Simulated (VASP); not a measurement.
# Ru2Pb (P6/mmm) in VASP: a series of runs, part 2 of 2

VASP 6.6.1. Earlier steps stand in the parts before.

## (5) Single point, PBE

INCAR

```
PREC = Accurate
ENCUT = 520
EDIFF = 1E-6
ISMEAR = 0
SIGMA = 0.1
LREAL = F
LASPH = T
NELM = 100
ALGO = Fast
ISIF = 2
LWAVE = F
LCHARG = T
GGA = PE
LELF = T
LVHAR = T
NBANDS = 28
```

KPOINTS

```
regular mesh
0
Gamma
  12 12 14
```

POSCAR

```
Ru2Pb
1.0
    4.4259565600      0.0000000000      0.0000000000
   -2.2129782800      3.8329908170      0.0000000000
    0.0000000000      0.0000000000      3.1428219959
Ru Pb
2 1
Direct
    0.3333333333      0.6666666667      0.5000000000
    0.6666666667      0.3333333333      0.5000000000
    0.0000000000      0.0000000000      0.0000000000
```

Potentials or basis: VASP PAW PBE potentials, release 64 (Ru_pv, Pb_d).

Started as:

```
$ cat potpaw_PBE.64/Ru_pv/POTCAR potpaw_PBE.64/Pb_d/POTCAR > POTCAR
$ mpirun -np 1 vasp_std > vasp.out
```

OUTCAR:

```text
PREC = Accurate
   ENCUT = 520
   EDIFF = 1E-6
   ISMEAR = 0
   LREAL = F
   LASPH = T
   NELM = 100
   ISIF = 2
   GGA = PE

 ion  position               nearest neighbor table
   1  0.333  0.667  0.500-   2 2.56   2 2.56   2 2.56   3 3.00   3 3.00   3 3.00   3 3.00   3 3.00
                             3 3.00
   2  0.667  0.333  0.500-   1 2.56   1 2.56   1 2.56   3 3.00   3 3.00   3 3.00   3 3.00   3 3.00
                             3 3.00
   3  0.000  0.000  0.000-   1 3.00   2 3.00   1 3.00   2 3.00   1 3.00   1 3.00   2 3.00   2 3.00
                             2 3.00   2 3.00   1 3.00   1 3.00

  LATTYP: Found a hexagonal cell.
 ALAT       =     4.4259565600
 C/A-ratio  =     0.7100887578

  Lattice vectors:

 A1 = (   4.4259565600,   0.0000000000,   0.0000000000)
 A2 = (  -2.2129782800,   3.8329908170,   0.0000000000)
 A3 = (   0.0000000000,   0.0000000000,   3.1428219959)

Analysis of symmetry for initial positions (statically):
=====================================================================
 Subroutine PRICEL returns:
 Original cell was already a primitive cell.

 Routine SETGRP: Setting up the symmetry group for a
 hexagonal supercell.

 Subroutine GETGRP returns: Found 24 space group operations
 (whereof 24 operations were pure point group operations)
 out of a pool of 24 trial point group operations.

The static configuration has the point symmetry D_6h.

Analysis of symmetry for dynamics (positions and initial velocities):
=====================================================================
 Subroutine PRICEL returns:
 Original cell was already a primitive cell.

 Routine SETGRP: Setting up the symmetry group for a
 hexagonal supercell.

 Subroutine GETGRP returns: Found 24 space group operations
 (whereof 24 operations were pure point group operations)
 out of a pool of 24 trial point group operations.

The dynamic configuration has the point symmetry D_6h.

 Subroutine INISYM returns: Found 24 space group operations
 (whereof 24 operations are pure point group operations),
[... 118 lines left out ...]
     AMIX_MAG =   1.60;   BMIX_MAG =  1.00
  volume/ion in A,a.u.               =      17.77       119.93
  Fermi-wavevector in a.u.,A,eV,Ry     =   1.511946  2.857164 31.102667  2.285982
  Thomas-Fermi vector in A             =   2.621936
   LORBIT       =      0    0 simple, 1 ext, 2 COOP (PROOUT), +10 PAW based schemes
   GGA     = PE    functional components
   LHFCALC =     F    Hartree Fock is set to
   AEXX    =    0.0000 exact exchange contribution
   IVDW    =     0    specifies the selected vdW correction
   LEPSILON=     F    determine dielectric tensor
   LRPA    =     F    only Hartree local field effects (RPA)
 non-spin polarized calculation
 RMM-DIIS sequential band-by-band and
 Gauss-broadening in eV      SIGMA  =   0.10
  energy-cutoff  :      520.00
  volume of cell :       53.32
 maximum number of plane-waves:      1457
 NGX is ok and might be reduce to    36
   NGX = 17   NGY = 17   NGZ = 11

 number of electron      41.9999981 magnetization

 Free energy of the ion-electron system (eV)
  ---------------------------------------------------
  ext. energy  EPLUGINS =         0.00000000
  ---------------------------------------------------
  free energy    TOTEN  =       -19.80434971 eV

  energy without entropy =      -19.78012005  energy(sigma->0) =      -19.79223488

 E-fermi :  10.7519     XC(G=0): -12.6163

 val. band max:       10.7464351406   @ k =   0.3333   0.0833   0.4286
 cond. band min:      10.7560445888   @ k =   0.3333   0.3333   0.2857
 fundamental gap:      0.0096094482
 Fermi energy:        10.7518982804

 k-point     1 :       0.0000    0.0000    0.0000
  band No.  band energies     occupation
      1     -32.0890      2.00000
      2     -32.0890      2.00000
      3     -31.5842      2.00000
      4     -31.5061      2.00000
      5     -31.5061      2.00000
      6     -31.4450      2.00000
[... 733 lines left out ...]
     27      19.4187      0.00000
     28      20.7305      0.00000

 [... further k-points ...]

------------------------ aborting loop because EDIFF is reached ----------------------------------------

  FORCE on cell =-STRESS in cart. coord.  units (eV):
  Direction    XX          YY          ZZ          XY          YZ          ZX
  --------------------------------------------------------------------------------------
  -------------------------------------------------------------------------------------
  Total        0.0388416      0.0388416      0.0054529     -0.0000000      0.0000000      0.0000000
  in kB        1.1671926      1.1671926      0.1638599     -0.0000000      0.0000000      0.0000000
  external PRESSURE =       0.8327484 kB  Pullay stress =       0.0000000 kB

 VOLUME and BASIS-vectors are now :
 -----------------------------------------------------------------------------
  energy-cutoff  :      520.00
  volume of cell :       53.32
      direct lattice vectors                 reciprocal lattice vectors
     4.425956560  0.000000000  0.000000000     0.225939859  0.130446438  0.000000000
    -2.212978280  3.832990817  0.000000000     0.000000000  0.260892877  0.000000000
     0.000000000  0.000000000  3.142821996     0.000000000  0.000000000  0.318185376

 POSITION                                       TOTAL-FORCE (eV/Angst)
 -----------------------------------------------------------------------------------
     -0.00000      2.55533      1.57141        -0.000000      0.000000     -0.000000
      2.21298      1.27766      1.57141         0.000000      0.000000      0.000000
      0.00000      0.00000      0.00000        -0.000000      0.000000      0.000000
 -----------------------------------------------------------------------------------
    total drift:                                0.000000     -0.000000     -0.000000

  FREE ENERGIE OF THE ION-ELECTRON SYSTEM (eV)
  ---------------------------------------------------
  free  energy   TOTEN  =       -19.8043497142 eV

  energy  without entropy=      -19.7801200550  energy(sigma->0) =      -19.79223488
```

Wall time 94 s (1 thread of Intel Xeon 6975P-C (Granite Rapids), shared host); peak memory 0.32 GiB.

What came out:

```
Free energy            : -19.8043 eV
Pressure               : 0.1 GPa
Band gap on the k mesh : zero (band 21 reaches 11.02 eV, above the bottom of band 22 at 9.90 eV)
```

Stress tensor (GPa, compression positive):
```
0.12 0.00 0.00
0.00 0.12 0.00
0.00 0.00 0.02
```

Caveat: spin-orbit coupling is left out, which moves the levels of the heavy elements.

## (6) Relaxation of cell and atoms, PBE

INCAR

```
SYSTEM = Ru2Pb
ALGO = Fast
EDIFF = 1E-6
EDIFFG = -0.01
ENCUT = 600
GGA = PE
IBRION = 2
ISIF = 3
ISMEAR = 0
LASPH = .TRUE.
LCHARG = .FALSE.
LREAL = .FALSE.
LWAVE = .FALSE.
NELM = 100
NSW = 100
PREC = Accurate
SIGMA = 0.1
```

KPOINTS

```
k-points
0
G
  12 12 14
  0 0 0
```

POSCAR is that of step 5.

Potentials or basis: VASP PAW PBE potentials, release 64 (Ru_pv, Pb_d).

Started as:

```
$ cat potpaw_PBE.64/Ru_pv/POTCAR potpaw_PBE.64/Pb_d/POTCAR > POTCAR
$ mpirun -np 1 vasp_std > vasp.out
```

OUTCAR:

```text
SYSTEM = Ru2Pb
   EDIFF = 1E-6
   EDIFFG = -0.01
   ENCUT = 600
   GGA = PE
   IBRION = 2
   ISIF = 3
   ISMEAR = 0
   LASPH = .TRUE.
   LREAL = .FALSE.
   NELM = 100
   NSW = 100
   PREC = Accurate

 ion  position               nearest neighbor table
   1  0.333  0.667  0.500-   2 2.56   2 2.56   2 2.56   3 3.00   3 3.00   3 3.00   3 3.00   3 3.00
                             3 3.00
   2  0.667  0.333  0.500-   1 2.56   1 2.56   1 2.56   3 3.00   3 3.00   3 3.00   3 3.00   3 3.00
                             3 3.00
   3  0.000  0.000  0.000-   1 3.00   2 3.00   1 3.00   2 3.00   1 3.00   1 3.00   2 3.00   2 3.00
[... 876 lines left out ...]
  --------------------------------------------------------------------------------------
  -------------------------------------------------------------------------------------
  Total        0.0258216      0.0258216     -0.0008088      0.0000000     -0.0000000      0.0000000
  in kB        0.7759406      0.7759406     -0.0243040      0.0000000     -0.0000000      0.0000000
  external PRESSURE =       0.5091924 kB  Pullay stress =       0.0000000 kB

 VOLUME and BASIS-vectors are now :
 -----------------------------------------------------------------------------
  energy-cutoff  :      600.00
  volume of cell :       53.32
      direct lattice vectors                 reciprocal lattice vectors
     4.425956560  0.000000000  0.000000000     0.225939859  0.130446438  0.000000000
    -2.212978280  3.832990817  0.000000000     0.000000000  0.260892877  0.000000000
     0.000000000  0.000000000  3.142821996     0.000000000  0.000000000  0.318185376

 POSITION                                       TOTAL-FORCE (eV/Angst)
 -----------------------------------------------------------------------------------
     -0.00000      2.55533      1.57141         0.000000      0.000000      0.000000
      2.21298      1.27766      1.57141        -0.000000      0.000000     -0.000000
      0.00000      0.00000      0.00000         0.000000      0.000000     -0.000000
 -----------------------------------------------------------------------------------
    total drift:                                0.000000      0.000000     -0.000000

  FREE ENERGIE OF THE ION-ELECTRON SYSTEM (eV)
  ---------------------------------------------------
  free  energy   TOTEN  =       -19.8042197009 eV

  energy  without entropy=      -19.7799912388  energy(sigma->0) =      -19.79210547

 reached required accuracy - stopping structural energy minimisation
```

OSZICAR:

```text
N       E                     dE             d eps       ncg     rms          rms(c)
DAV:   1     0.532027790427E+03    0.53203E+03   -0.26286E+04  7664   0.227E+03
DAV:   2     0.747595680451E+01   -0.52455E+03   -0.51783E+03  8011   0.593E+02
DAV:   3    -0.195583758577E+02   -0.27034E+02   -0.26100E+02  9292   0.145E+02
DAV:   4    -0.204095296055E+02   -0.85115E+00   -0.83947E+00  8557   0.254E+01
DAV:   5    -0.204429219139E+02   -0.33392E-01   -0.33355E-01 10900   0.520E+00    0.113E+01
RMM:   6    -0.198813554678E+02    0.56157E+00   -0.22089E+00  7610   0.119E+01    0.395E+00
RMM:   7    -0.198100826270E+02    0.71273E-01   -0.25903E-01  9576   0.473E+00    0.214E+00
RMM:   8    -0.198035184464E+02    0.65642E-02   -0.12503E-01  8177   0.220E+00    0.386E-01
RMM:   9    -0.198039929596E+02   -0.47451E-03   -0.28625E-02  9961   0.188E+00    0.984E-02
RMM:  10    -0.198041649352E+02   -0.17198E-03   -0.40562E-03  9096   0.493E-01    0.470E-02
RMM:  11    -0.198041800138E+02   -0.15079E-04   -0.11383E-03  9309   0.373E-01    0.343E-02
RMM:  12    -0.198042122309E+02   -0.32217E-04   -0.44371E-04 10450   0.165E-01    0.114E-02
RMM:  13    -0.198042201124E+02   -0.78815E-05   -0.83048E-05  9811   0.573E-02    0.180E-02
RMM:  14    -0.198042196540E+02    0.45839E-06   -0.14650E-05  8007   0.317E-02    0.909E-03
RMM:  15    -0.198042197009E+02   -0.46921E-07   -0.47592E-06  5711   0.146E-02
   1 F= -.19804220E+02 E0= -.19792105E+02  d E =-.198042E+02
```

CONTCAR:

```text
Ru2Pb
   1.00000000000000
     4.4259565600000004    0.0000000000000000    0.0000000000000000
    -2.2129782800000002    3.8329908170000002    0.0000000000000000
     0.0000000000000000    0.0000000000000000    3.1428219958999999
  Ru              Pb
     2     1
Direct
     0.3333333332999970    0.6666666667000030    0.5000000000000000
     0.6666666667000030    0.3333333332999970    0.5000000000000000
     0.0000000000000000    0.0000000000000000    0.0000000000000000

  0.00000000E+00  0.00000000E+00  0.00000000E+00
  0.00000000E+00  0.00000000E+00  0.00000000E+00
  0.00000000E+00  0.00000000E+00  0.00000000E+00
```

Wall time 6.3 min (1 thread of Oxide Virtual Turin-like, shared host); peak memory 0.33 GiB.

What came out:

- Free energy: -19.8042 eV
- Pressure after relaxing: 0.1 GPa
- Band gap on the k mesh: zero (band 21 reaches 11.02 eV, above the bottom of band 22 at 9.90 eV)

Final structure:
```xyz
3
Lattice="4.4260 0.0000 0.0000 -2.2130 3.8330 0.0000 0.0000 0.0000 3.1428" Properties=species:S:1:pos:R:3 pbc="T T T"
Ru    0.0000    2.5553    1.5714
Ru    2.2130    1.2777    1.5714
Pb    0.0000    0.0000    0.0000
```

Levels at points of the mesh, in eV from the Fermi level:
```tsv
k point	band 17	band 18	band 19	band 20	band 21	band 22	band 23	band 24	band 25
(0.00, 0.00, 0.00)	-2.17	-1.79	-1.73	-1.73	0.21	0.21	1.34	4.58	4.65
(0.50, 0.00, 0.00)	-2.39	-1.87	-1.84	-1.28	-0.27	0.25	0.48	0.89	4.20
(0.00, 0.00, 0.50)	-1.92	-1.92	-1.92	-1.87	-1.87	0.46	1.33	4.80	5.53
(0.50, 0.00, 0.50)	-2.78	-2.63	-0.47	-0.19	0.27	1.10	1.20	1.43	3.29
```

Caveat: the relaxation stopped at its first step, so nothing moved; spin-orbit coupling is left out, which moves the levels of the heavy elements.

## (7) Overview

| task | cell | k mesh | cutoff (eV) | gap on the mesh (eV) | pressure (GPa) |
| --- | --- | --- | --- | --- | --- |
| single point | a = 4.426, b = 4.426, c = 3.143 Å, angles 90.0, 90.0, 120.0°, 3 atoms | 6 × 6 × 6 | 520 | none | -0.1 |
| single point | a = 4.707, b = 4.707, c = 2.992 Å, angles 90.0, 90.0, 120.0°, 3 atoms | 6 × 6 × 6 | 520 | none | -11.9 |
| relaxation of cell and atoms | relaxed from a = 4.707, b = 4.707, c = 2.992 Å, angles 90.0, 90.0, 120.0°, 3 atoms | 6 × 6 × 6 | 600 | none | 0.0 |
| single point | a = 4.426, b = 4.426, c = 3.143 Å, angles 90.0, 90.0, 120.0°, 3 atoms | 12 × 12 × 14 | 520 | none | 0.1 |
| relaxation of cell and atoms | relaxed from a = 4.426, b = 4.426, c = 3.143 Å, angles 90.0, 90.0, 120.0°, 3 atoms | 12 × 12 × 14 | 600 | none | 0.1 |

Alike in all rows: level PBE; potentials or basis VASP PAW PBE potentials, release 64 (Ru_pv, Pb_d); no spin polarisation; smearing gaussian 0.1 eV.

Caveats: spin-orbit coupling is left out, which moves the levels of the heavy elements; the relaxation stopped at its first step, so nothing moved (some runs).

Absolute energies hang on the potentials; compare differences alone.
